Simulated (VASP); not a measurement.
Runs of VASP 6.6.1 on Rh. The structure is that of space group Fm-3m (No. 225), or close to it. The cells are those of the table. 

| cell | gap on the mesh (eV) | pressure (GPa) |
| --- | --- | --- |
| a = 2.660 Å, angles 60.0°, 1 atom | none | (a) |
| a = 2.714 Å, angles 60.0°, 1 atom | none | -7.7 |
| a = 2.632 Å, angles 60.0°, 1 atom | none | 20.6 |
| a = 2.687 Å, angles 60.0°, 1 atom | none | 0.1 |

Alike in all rows: task single point; level r2SCAN; potentials or basis VASP PAW PBE potentials, release 64 (Rh_sv_GW); no spin polarisation; k mesh 18 × 18 × 18; cutoff (eV) 680; smearing gaussian 0.1 eV.

Problem. Fill in the values left out.

Solution. (a) 9.3.

Caveats: the PAW data sets were made with another functional, which shifts forces and pressure a little; the cell stands under pressure (at least some runs); the cell stands under tension (at least some runs).

A k mesh can miss the band edges, and the runs leave out spin-orbit coupling on Rh.

A gap of «none» marks levels without a gap at the run's occupations.
